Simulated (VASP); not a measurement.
Write the native input for VASP 6.6.1 that does the following.

| Quantity | Value |
| --- | --- |
| Task | relaxation of cell and atoms |
| Functional | PBE |
| Dispersion | D4 |
| Potentials or basis | VASP PAW PBE potentials, release 64 (In_d, O) |
| Cutoff | 600 eV |
| k mesh | 6 × 6 × 6 |
| Occupations | fermi-dirac, width 0.05 eV |
| Spin | no spin polarisation |
| Dipole correction | no |
| Further INCAR settings | ALGO = Normal; EDIFF = 1e-07; IBRION = 2; EDIFFG = -0.01; NSW = 60; ISIF = 3 |

The structure of In2O3 lies in POSCAR:

```
In2O3
1.0
    2.7435000000      1.5839604635      4.8366666667
   -2.7435000000      1.5839604635      4.8366666667
    0.0000000000     -3.1679209270      4.8366666667
In O
4 6
Direct
    0.8573100000      0.8573100000      0.8573100000
    0.6426900000      0.6426900000      0.6426900000
    0.1426900000      0.1426900000      0.1426900000
    0.3573100000      0.3573100000      0.3573100000
    0.0480000000      0.7500000000      0.4520000000
    0.7500000000      0.4520000000      0.0480000000
    0.4520000000      0.0480000000      0.7500000000
    0.9520000000      0.2500000000      0.5480000000
    0.2500000000      0.5480000000      0.9520000000
    0.5480000000      0.9520000000      0.2500000000
```

These files were run (other wordings do the same):

INCAR

```
SYSTEM = In2O3
PREC = Accurate
ENCUT = 600
EDIFF = 1E-7
ISMEAR = -1
SIGMA = 0.05
LREAL = .False.
LASPH = .True.
NELM = 120
ALGO = Normal
ISIF = 3
LWAVE = .False.
LCHARG = .False.
GGA = PE
IVDW = 13
IBRION = 2
NSW = 60
EDIFFG = -0.01
GGA_COMPAT = .False.
NELMIN = 4
```

KPOINTS

```
regular mesh
0
Gamma
  6 6 6
  0 0 0
```

Potentials or basis: VASP PAW PBE potentials, release 64 (In_d, O).

Command:

```console
$ cat potpaw_PBE.64/In_d/POTCAR potpaw_PBE.64/O/POTCAR > POTCAR
$ mpirun -np 1 vasp_std > vasp.out
```

It gave:

The relaxed volume is 12.99 Å³/atom, the relaxed cell is a = 5.832 Å, b = 5.832 Å, c = 5.832 Å, α = 56.82°, β = 56.82°, γ = 56.82° and the space group after relaxing (to 0.1 Å) is R-3c (No. 167). The energy gained by relaxing is 6.8 meV/atom, the ionic steps are 9 and the pressure after relaxing is 0.0 GPa. The band gap on the k mesh is 1.08 eV (least direct gap 1.15 eV). The dispersion energy per atom is -0.261 eV.

Caveat: spin-orbit coupling is left out, which moves the levels of the heavy elements.

Wall time 29 min on 1 thread of AMD EPYC 7R13 Processor (Zen 3) (shared host), peak memory 0.43 GiB.
